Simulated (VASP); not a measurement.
# SiGe3 (P-62m) in VASP: single point with PBE

Aim: the single point of SiGe3 with PBE.

Program: VASP 6.6.1. These are calculated values, not measurements. Logs are shortened: lines on timing, memory, paths and dates and some standing lists are left out, and cuts for length are marked.

## (1) The cell of the first run

Symmetry: P-62m, No. 189, hexagonal system. Conventional cell: a = 5.158 Å, b = 5.158 Å, c = 3.657 Å, α = 90.00°, β = 90.00°, γ = 120.00°. Within 3.4 Å of Si (site symmetry -62m) lie 6 Ge at 2.59 Å. Ge (site symmetry m2m) has 2 Si at 2.59 Å and 6 Ge at 2.88 to 3.18 Å within 3.4 Å.

The cell was built from a structure type or drawn by symmetry, and may not be a known phase.

## (2) Single point, PBE

File INCAR:

```
PREC = Accurate ; ENCUT = 500
EDIFF = 1E-6 ; ISMEAR = 0
SIGMA = 0.2 ; LREAL = F
LASPH = T ; NELM = 120
ALGO = Normal ; ISIF = 2
LWAVE = F ; LCHARG = T
GGA = PE ; LELF = T
LVHAR = T ; NBANDS = 31
GGA_COMPAT = F
```

File KPOINTS:

```
Automatic mesh
0
Gamma
  5 5 4
```

File POSCAR:

```
SiGe3
1.0
    5.1583702293     -0.0000000032      0.0000000000
   -2.5791851119      4.4672796623      0.0000000000
    0.0000000000      0.0000000000      3.6572037878
Si Ge
1 3
Direct
    0.0000000000      0.0000000000      0.5000000000
    0.3553928799      0.0000000000      0.0000000000
    0.0000000000      0.3553928799      0.0000000000
    0.6446071201      0.6446071201      0.0000000000
```

Potentials or basis: VASP PAW PBE potentials, release 64 (Si, Ge_d).

Run with:

```
> cat potpaw_PBE.64/Si/POTCAR potpaw_PBE.64/Ge_d/POTCAR > POTCAR
> mpirun -np 1 vasp_std > vasp.out
```

OUTCAR:

```text
PREC = Accurate
   ENCUT = 500
   EDIFF = 1E-6
   ISMEAR = 0
   LREAL = F
   LASPH = T
   NELM = 120
   ISIF = 2
   GGA = PE

 ion  position               nearest neighbor table
   1  0.000  0.000  0.500-   4 2.59   4 2.59   2 2.59   2 2.59   3 2.59   3 2.59
   2  0.355  0.000  0.000-   1 2.59   1 2.59   3 2.88   3 2.88   4 2.88   4 2.88
   3  0.000  0.355  0.000-   1 2.59   1 2.59   2 2.88   4 2.88   2 2.88   4 2.88
   4  0.645  0.645  0.000-   1 2.59   1 2.59   3 2.88   2 2.88   3 2.88   2 2.88

  LATTYP: Found a hexagonal cell.
 ALAT       =     5.1583702293
 C/A-ratio  =     0.7089843546

  Lattice vectors:

 A1 = (   5.1583702293,  -0.0000000032,   0.0000000000)
 A2 = (  -2.5791851119,   4.4672796623,   0.0000000000)
 A3 = (   0.0000000000,   0.0000000000,   3.6572037878)

Analysis of symmetry for initial positions (statically):
=====================================================================
 Subroutine PRICEL returns:
 Original cell was already a primitive cell.

 Routine SETGRP: Setting up the symmetry group for a
 hexagonal supercell.

 Subroutine GETGRP returns: Found 12 space group operations
 (whereof 12 operations were pure point group operations)
 out of a pool of 24 trial point group operations.

The static configuration has the point symmetry D_3h.

Analysis of symmetry for dynamics (positions and initial velocities):
=====================================================================
 Subroutine PRICEL returns:
 Original cell was already a primitive cell.

 Routine SETGRP: Setting up the symmetry group for a
 hexagonal supercell.

 Subroutine GETGRP returns: Found 12 space group operations
 (whereof 12 operations were pure point group operations)
 out of a pool of 24 trial point group operations.

The dynamic configuration has the point symmetry D_3h.

 Subroutine INISYM returns: Found 12 space group operations
 (whereof 12 operations are pure point group operations),
 and found     1 'primitive' translations

----------------------------------------------------------------------------------------

                                     Primitive cell

  volume of cell :      84.2762

  direct lattice vectors                    reciprocal lattice vectors
     5.158370229 -0.000000003  0.000000000     0.193859680  0.111924938  0.000000000
    -2.579185112  4.467279662  0.000000000     0.000000000  0.223849876  0.000000000
     0.000000000  0.000000000  3.657203788     0.000000000  0.000000000  0.273432944

  length of vectors
     5.158370229  5.158370229  3.657203788     0.223849876  0.223849876  0.273432944

  position of ions in fractional coordinates (direct lattice)
     0.000000000  0.000000000  0.500000000
     0.355392880  0.000000000  0.000000000
     0.000000000  0.355392880  0.000000000
     0.644607120  0.644607120  0.000000000

  ion indices of the primitive-cell ions
   primitive index   ion index
                 1           1
                 2           2
                 3           3
                 4           4

----------------------------------------------------------------------------------------

 KPOINTS: Automatic mesh

Automatic generation of k-mesh.
 Grid dimensions read from file:
 generate k-points for:    5    5    4

 Generating k-lattice:

  Cartesian coordinates                     Fractional coordinates (reciprocal lattice)
     0.038771936  0.022384988  0.000000000     0.200000000 -0.000000000  0.000000000
     0.000000000  0.044769975  0.000000000     0.000000000  0.200000000  0.000000000
     0.000000000  0.000000000  0.068358236     0.000000000  0.000000000  0.250000000

  Length of vectors
     0.044769975  0.044769975  0.068358236

  Shift w.r.t. Gamma in fractional coordinates (k-lattice)
     0.000000000  0.000000000  0.000000000

 Subroutine IBZKPT returns following result:
 ===========================================

 Found     15 irreducible k-points:

 Following reciprocal coordinates:
            Coordinates               Weight
  0.000000  0.000000  0.000000      1.000000
  0.200000  0.000000  0.000000      6.000000
  0.400000 -0.000000  0.000000      6.000000
  0.200000  0.200000  0.000000      6.000000
  0.400000  0.200000  0.000000      6.000000
  0.000000  0.000000  0.250000      2.000000
  0.200000  0.000000  0.250000     12.000000
  0.400000 -0.000000  0.250000     12.000000
  0.200000  0.200000  0.250000     12.000000
  0.400000  0.200000  0.250000     12.000000
  0.000000  0.000000  0.500000      1.000000
  0.200000  0.000000  0.500000      6.000000
  0.400000 -0.000000  0.500000      6.000000
  0.200000  0.200000  0.500000      6.000000
  0.400000  0.200000  0.500000      6.000000
   k-points           NKPTS =     15   k-points in BZ     NKDIM =     15   number of bands    NBANDS=     31
   number of dos      NEDOS =    301   number of ions     NIONS =      4
   total plane-waves  NPLWV =  44800
   dimension x,y,z NGX =    40 NGY =   40 NGZ =   28
   dimension x,y,z NGXF=    80 NGYF=   80 NGZF=   56
   ions per type =               1   3
   NGX,Y,Z   is equivalent  to a cutoff of  12.89, 12.89, 12.73 a.u.
   NGXF,Y,Z  is equivalent  to a cutoff of  25.78, 25.78, 25.46 a.u.
 SYSTEM =  unknown system
   PREC   = accura    normal or accurate (medium, high low for compatibility)
   ISTART =      0    job   : 0-new  1-cont  2-samecut
   ICHARG =      2    charge: 1-file 2-atom 10-const
   ISPIN  =      1    spin polarized calculation?
   LNONCOLLINEAR =      F non collinear calculations
   LSORBIT =      F    spin-orbit coupling
   LASPH  =      T    aspherical Exc in radial PAW
   ENCUT  =  500.0 eV  36.75 Ry    6.06 a.u.   9.40  9.40  6.67*2*pi/ulx,y,z
   NELM   =    120;   NELMIN=  2; NELMDL= -5     # of ELM steps
   EDIFF  = 0.1E-05   stopping-criterion for ELM
   LREAL  =      F    real-space projection
   EDIFFG = 0.1E-04   stopping-criterion for IOM
   NSW    =      0    number of steps for IOM
   IBRION =     -1    ionic relax: 0-MD 1-quasi-New 2-CG
   NFREE  =      0    steps in history (QN), initial steepest desc. (CG)
   ISIF   =      2    stress and relaxation
   ISYM   =      2    0-nonsym 1-usesym 2-fastsym
   POTIM  = 0.5000    time-step for ionic-motion
   TEBEG  =    0.0;   TEEND  =   0.0 temperature during run
   PSTRESS=    0.0 pullay stress
   NELECT =      46.0000    total number of electrons
   NUPDOWN=      -1.0000    fix difference up-down
   EMIN   =  10.00;   EMAX   =-10.00  energy-range for DOS
   EFERMI =   0.00;   METHOD = LEGACY
   ISMEAR =     0;   SIGMA  =   0.20  broadening in eV -4-tet -1-fermi 0-gaus
   EFERMI_NEDOS =   21; number of points for ismear=-14 and -15
   IALGO  =     38    algorithm
   IMIX   =      4    mixing-type and parameters
     AMIX     =   0.40;   BMIX     =  1.00
     AMIX_MAG =   1.60;   BMIX_MAG =  1.00
  volume/ion in A,a.u.               =      21.07       142.18
  Fermi-wavevector in a.u.,A,eV,Ry     =   1.337907  2.528277 24.354353  1.789994
  Thomas-Fermi vector in A             =   2.466419
   LORBIT       =      0    0 simple, 1 ext, 2 COOP (PROOUT), +10 PAW based schemes
   GGA     = PE    functional components
   LHFCALC =     F    Hartree Fock is set to
   AEXX    =    0.0000 exact exchange contribution
   IVDW    =     0    specifies the selected vdW correction
   LEPSILON=     F    determine dielectric tensor
   LRPA    =     F    only Hartree local field effects (RPA)
 non-spin polarized calculation
 Gauss-broadening in eV      SIGMA  =   0.20
  energy-cutoff  :      500.00
  volume of cell :       84.28
 maximum number of plane-waves:      2164
 NGX is ok and might be reduce to    40
   NGX = 19   NGY = 19   NGZ = 13

 number of electron      46.0000028 magnetization

 Free energy of the ion-electron system (eV)
  ---------------------------------------------------
  ext. energy  EPLUGINS =         0.00000000
  ---------------------------------------------------
  free energy    TOTEN  =       -17.45396438 eV

  energy without entropy =      -17.40868018  energy(sigma->0) =      -17.43132228

 E-fermi :   5.4220     XC(G=0): -10.2528

 val. band max:        5.2927044248   @ k =   0.4000  -0.0000   0.2500
 cond. band min:       5.5133647879   @ k =   0.0000   0.0000   0.5000
 fundamental gap:      0.2206603630
 Fermi energy:         5.4220035791

 k-point     1 :       0.0000    0.0000    0.0000
  band No.  band energies     occupation
      1     -19.0750      2.00000
      2     -19.0750      2.00000
      3     -19.0747      2.00000
      4     -19.0406      2.00000
      5     -19.0334      2.00000
      6     -19.0334      2.00000
[... 23 lines left out ...]
     30      13.0462      0.00000
     31      13.0464      0.00000

 k-point     2 :       0.2000    0.0000    0.0000
  band No.  band energies     occupation
      1     -19.0844      2.00000
      2     -19.0775      2.00000
      3     -19.0725      2.00000
      4     -19.0508      2.00000
      5     -19.0455      2.00000
      6     -19.0446      2.00000
[... 23 lines left out ...]
     30      11.7068      0.00000
     31      12.4743      0.00000

 k-point     3 :       0.4000   -0.0000    0.0000
  band No.  band energies     occupation
      1     -19.1062      2.00000
      2     -19.0887      2.00000
      3     -19.0749      2.00000
      4     -19.0521      2.00000
      5     -19.0481      2.00000
      6     -19.0343      2.00000
[... 23 lines left out ...]
     30      11.1945      0.00000
     31      11.7871      0.00000

 k-point     4 :       0.2000    0.2000    0.0000
  band No.  band energies     occupation
      1     -19.0972      2.00000
      2     -19.0939      2.00000
      3     -19.0795      2.00000
      4     -19.0441      2.00000
      5     -19.0404      2.00000
      6     -19.0399      2.00000
[... 23 lines left out ...]
     30      12.1739      0.00000
     31      12.1961      0.00000

 k-point     5 :       0.4000    0.2000    0.0000
  band No.  band energies     occupation
      1     -19.1083      2.00000
      2     -19.1014      2.00000
      3     -19.0848      2.00000
      4     -19.0441      2.00000
      5     -19.0333      2.00000
      6     -19.0326      2.00000
[... 23 lines left out ...]
     30      10.9301      0.00000
     31      12.5832      0.00000
[... 236 lines left out ...]
     30      12.1419      0.00000
     31      12.7579      0.00000

 k-point    13 :       0.4000   -0.0000    0.5000
  band No.  band energies     occupation
      1     -19.1042      2.00000
      2     -19.0868      2.00000
      3     -19.0732      2.00000
      4     -19.0552      2.00000
      5     -19.0479      2.00000
      6     -19.0404      2.00000
[... 23 lines left out ...]
     30      10.3046      0.00000
     31      12.7236      0.00000

 k-point    14 :       0.2000    0.2000    0.5000
  band No.  band energies     occupation
      1     -19.0947      2.00000
      2     -19.0923      2.00000
      3     -19.0774      2.00000
      4     -19.0497      2.00000
      5     -19.0482      2.00000
      6     -19.0392      2.00000
[... 23 lines left out ...]
     30      12.0309      0.00000
     31      13.1821      0.00000

 k-point    15 :       0.4000    0.2000    0.5000
  band No.  band energies     occupation
      1     -19.1064      2.00000
      2     -19.0993      2.00000
      3     -19.0828      2.00000
      4     -19.0509      2.00000
      5     -19.0381      2.00000
      6     -19.0377      2.00000
[... 23 lines left out ...]
     30      10.6425      0.00000
     31      13.0364      0.00000

------------------------ aborting loop because EDIFF is reached ----------------------------------------

  FORCE on cell =-STRESS in cart. coord.  units (eV):
  Direction    XX          YY          ZZ          XY          YZ          ZX
  --------------------------------------------------------------------------------------
  -------------------------------------------------------------------------------------
  Total        0.0198128      0.0198128     -0.2505304     -0.0000000      0.0000000     -0.0000000
  in kB        0.3766610      0.3766610     -4.7628417     -0.0000000      0.0000000     -0.0000000
  external PRESSURE =      -1.3365066 kB  Pullay stress =       0.0000000 kB

 VOLUME and BASIS-vectors are now :
 -----------------------------------------------------------------------------
  energy-cutoff  :      500.00
  volume of cell :       84.28
      direct lattice vectors                 reciprocal lattice vectors
     5.158370229 -0.000000003  0.000000000     0.193859680  0.111924938  0.000000000
    -2.579185112  4.467279662  0.000000000     0.000000000  0.223849876  0.000000000
     0.000000000  0.000000000  3.657203788     0.000000000  0.000000000  0.273432944

 POSITION                                       TOTAL-FORCE (eV/Angst)
 -----------------------------------------------------------------------------------
      0.00000      0.00000      1.82860         0.000000     -0.000000      0.000000
      1.83325     -0.00000      0.00000         0.001886     -0.000000      0.000000
     -0.91662      1.58764      0.00000        -0.000943      0.001634      0.000000
      1.66256      2.87964      0.00000        -0.000943     -0.001634      0.000000
 -----------------------------------------------------------------------------------
    total drift:                                0.000000      0.000001     -0.000000

  FREE ENERGIE OF THE ION-ELECTRON SYSTEM (eV)
  ---------------------------------------------------
  free  energy   TOTEN  =       -17.4539643762 eV

  energy  without entropy=      -17.4086801845  energy(sigma->0) =      -17.43132228
```

It took 23 s on 1 thread of Intel Xeon 6975P-C (Granite Rapids), shared host; peak memory 0.2 GiB.

Results:

```
Free energy            : -17.4540 eV
Pressure               : -0.1 GPa
Band gap on the k mesh : zero (bands 23 and 24 overlap by 3.11 eV)
```

Levels at points of the mesh, in eV from the Fermi level:
```tsv
k point	band 21	band 22	band 23	band 24	band 25	band 26
(0.00, 0.00, 0.00)	-3.20	-2.67	-1.84	1.27	3.61	3.61
(0.00, 0.00, 0.50)	-2.00	-2.00	-1.93	-1.84	-1.84	0.09
```

Caveat: the k points lie up to 0.43 Å⁻¹ apart, too coarse for converged energies and pressures of a metal.
